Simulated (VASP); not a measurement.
Input of a VASP 6.6.1 run:

The input POSCAR:

```
ZrSc
1.0
    3.2828456700      0.0000000000      0.0000000000
   -1.6414228400      2.8430277500      0.0000000000
    0.0000000000      0.0000000000      5.1550053600
Zr Sc
1 1
Direct
    0.6666666700      0.3333333300      0.0000000000
    0.0000000000      0.0000000000      0.5000000000
```

INCAR.step1

```
ALGO = Normal
EDIFF = 1E-4
ENCUT = 520
GGA = PE
ISMEAR = -1
LASPH = T
LCHARG = F
LREAL = F
LWAVE = T
NBANDS = 18
NELM = 60
PREC = Accurate
SIGMA = 0.15
```

INCAR.step2

```
ALGO = Normal
EDIFF = 1E-6
ENCUT = 520
ISIF = 2
ISMEAR = -1
ISTART = 1
LASPH = T
LCHARG = F
LMIXTAU = T
LREAL = F
LWAVE = F
METAGGA = R2SCAN
NBANDS = 18
NELM = 60
PREC = Accurate
SIGMA = 0.15
```

The input KPOINTS:

```
k-points
0
Gamma
  8 8 5
```

Potentials or basis: VASP PAW PBE potentials, release 64 (Zr_sv, Sc_sv).

The run is started by

```console
$ cat potpaw_PBE.64/Zr_sv/POTCAR potpaw_PBE.64/Sc_sv/POTCAR > POTCAR
$ cp INCAR.step1 INCAR
$ mpirun -np 1 vasp_std > vasp.out
$ cp INCAR.step2 INCAR
$ mpirun -np 1 vasp_std > vasp.out
```

**Question.** Predict the pressure.

**Answer.** 0.0 GPa.

Stress tensor (GPa, compression positive):
```
-0.23  0.00  0.00
 0.00 -0.23  0.00
 0.00  0.00  0.39
```

Caveat: the PAW data sets were made with another functional, which shifts forces and pressure a little.
